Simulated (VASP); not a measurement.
A run of VASP 6.6.1 is set up as follows.

The input POSCAR:

```
BaTe
1.0
    0.0000000000      3.5323868488      3.5323868488
    3.5323868488      0.0000000000      3.5323868488
    3.5323868488      3.5323868488      0.0000000000
Ba Te
1 1
Direct
    0.0000000000      0.0000000000      0.0000000000
    0.5000000000      0.5000000000      0.5000000000
```

Contents of INCAR.step1:

```
SYSTEM = BaTe
  ALGO = Normal
  EDIFF = 1E-4
  ENCUT = 600
  GGA = PE
  ISMEAR = -1
  LASPH = .True.
  LCHARG = .False.
  LREAL = .False.
  LWAVE = .True.
  NELM = 60
  PREC = Accurate
  SIGMA = 0.02
```

Contents of INCAR.step2:

```
SYSTEM = BaTe
  ALGO = Normal
  EDIFF = 1E-6
  EDIFFG = -0.005
  ENCUT = 600
  IBRION = 2
  ISIF = 3
  ISMEAR = -1
  ISTART = 1
  LASPH = .True.
  LCHARG = .False.
  LMIXTAU = .True.
  LREAL = .False.
  LWAVE = .False.
  METAGGA = R2SCAN
  NELM = 60
  NSW = 80
  PREC = Accurate
  SIGMA = 0.02
```

Contents of KPOINTS:

```
k-points
0
Gamma
  6 6 6
  0 0 0
```

Potentials or basis: VASP PAW PBE potentials, release 64 (Ba_sv, Te).

Launch:

```console
$ cat potpaw_PBE.64/Ba_sv/POTCAR potpaw_PBE.64/Te/POTCAR > POTCAR
$ cp INCAR.step1 INCAR
$ mpirun -np 1 vasp_std > vasp.out
$ cp INCAR.step2 INCAR
$ mpirun -np 1 vasp_std > vasp.out
```

Task: Estimate the relaxed volume.

Result: 44.49 Å³/atom.

Task: Predict the space group after relaxing (to 0.1 Å).

Result: Fm-3m (No. 225).

The path:
```
step  energy change (eV)  largest force (eV/Å)  pressure (GPa)  volume (Å³)
   1              0.0000                0.0000            0.29        88.15
   2             -0.0007                0.0000           -0.07        89.18
   3             -0.0007                0.0000            0.00        88.97
```

Caveat: the PAW data sets were made with another functional, which shifts forces and pressure a little.
